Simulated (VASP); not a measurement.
## Sn5PbSe6: single point with PBE

The system is Sn5PbSe6.

```
CELL_PARAMETERS angstrom
4.30422 0.00000 0.00000
0.00000 4.30422 0.00000
0.00000 0.00000 18.26542
ATOMIC_POSITIONS crystal
Sn 0.00000 0.00000 0.66572
Sn 0.50000 0.50000 0.83201
Sn 0.50000 0.50000 0.16799
Sn 0.00000 0.00000 0.33428
Sn 0.50000 0.50000 0.50000
Pb 0.00000 0.00000 0.00000
Se 0.00000 0.00000 0.83008
Se 0.50000 0.50000 0.00000
Se 0.00000 0.00000 0.16992
Se 0.50000 0.50000 0.33377
Se 0.00000 0.00000 0.50000
Se 0.50000 0.50000 0.66623
```

```yaml
Program: VASP 6.6.1
Task: single point
Functional: PBE
Potentials_or_basis: VASP PAW PBE potentials, release 64 (Sn_d, Pb_d, Se)
Cutoff: 520 eV
k_mesh: 4 × 4 × 1
Occupations: gaussian, width 0.1 eV
Spin: no spin polarisation
```

| Property | Result |
| --- | --- |
| Pressure | -0.1 GPa |
| Largest force | 0.047 eV/Å |
| Band gap on the k mesh | 0.46 eV |

Forces on the atoms (eV/Å):
```
Sn   0.000  0.000  0.018
Sn   0.000  0.000 -0.003
Sn   0.000  0.000  0.003
Sn   0.000  0.000 -0.018
Sn   0.000  0.000  0.000
Pb   0.000  0.000  0.000
Se   0.000  0.000 -0.047
Se   0.000  0.000  0.000
Se   0.000  0.000  0.047
Se   0.000  0.000 -0.005
Se   0.000  0.000  0.000
Se   0.000  0.000  0.005
```

Stress tensor (GPa, compression positive):
```
 0.77  0.00  0.00
 0.00  0.77  0.00
 0.00  0.00 -1.78
```

Levels at points of the mesh, in eV from the valence-band top:
```csv
k point,band 58,band 59,band 60,band 61,band 62,band 63
"(0.00, 0.00, 0.00)",-2.01,-0.82,-0.80,1.66,1.80,3.24
"(0.50, 0.00, 0.00)",-0.05,-0.02,0.00,0.46,0.47,0.49
"(0.50, 0.50, 0.00)",-1.65,-1.64,-1.54,2.62,2.65,2.73
```

Wall time 88 s on 1 thread of Intel(R) Xeon(R) 6975P-C (Granite Rapids), on a shared host, peak memory 0.44 GiB.

Caveat: spin-orbit coupling is left out, which moves the levels of the heavy elements; an odd mesh through Γ misses points on the zone boundary, where band edges can lie.
